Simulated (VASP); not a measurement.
Crystal: SrAg2B2.

```
Sr Ag B
1.0
     4.10490    0.00000    0.00000
    -2.05245    3.55495    0.00000
     0.00000    0.00000    6.40550
Sr Ag B
1 2 2
Direct
  0.00000 0.00000 0.50000
  0.33333 0.66667 0.14490
  0.66667 0.33333 0.85510
  0.33333 0.66667 0.75788
  0.66667 0.33333 0.24212
```

The cell was built from a structure type or drawn by symmetry, and may not be a known phase.

- Program: VASP 6.6.1
- Task: relaxation of cell and atoms
- Functional: PBE
- Potentials or basis: VASP PAW PBE potentials, release 64 (Sr_sv, Ag, B)
- Cutoff: 600 eV
- k mesh: 6 × 6 × 4
- Occupations: gaussian, width 0.1 eV
- Spin: no spin polarisation

At the start: pressure -3.3 GPa; volume 18.69 Å³/atom.

**Question.** Where does the relaxation end?

**Answer.** Over 9 steps the energy falls by 128.9 meV/atom and the volume is 17.97 Å³/atom (-3.9 %); space group P-3m1 (No. 164, to 0.1 Å) before and after.

Step by step:
| step | energy change (eV) | largest force (eV/Å) | pressure (GPa) | volume (Å³) |
| --- | --- | --- | --- | --- |
| 1 | 0.0000 | 1.2277 | -3.28 | 93.47 |
| 2 | -0.2415 | 0.9956 | 0.57 | 88.38 |
| 3 | -0.3081 | 0.6787 | 4.97 | 84.34 |
| 4 | -0.4633 | 0.3523 | 4.47 | 85.05 |
| 5 | -0.5739 | 0.3694 | 4.34 | 86.05 |
| 6 | -0.6399 | 0.0712 | -0.14 | 90.14 |
| 7 | -0.6399 | 0.0679 | -0.21 | 90.24 |
| 8 | -0.6426 | 0.0549 | -0.15 | 90.10 |
| 9 | -0.6443 | 0.0283 | 0.08 | 89.84 |

Final structure:
```
CELL_PARAMETERS angstrom
3.86887 0.00000 0.00000
-1.93444 3.35054 0.00000
0.00000 0.00000 6.93046
ATOMIC_POSITIONS crystal
Sr 0.00000 0.00000 0.50000
Ag 0.33333 0.66667 0.13096
Ag 0.66667 0.33333 0.86904
B 0.33333 0.66667 0.79464
B 0.66667 0.33333 0.20536
```
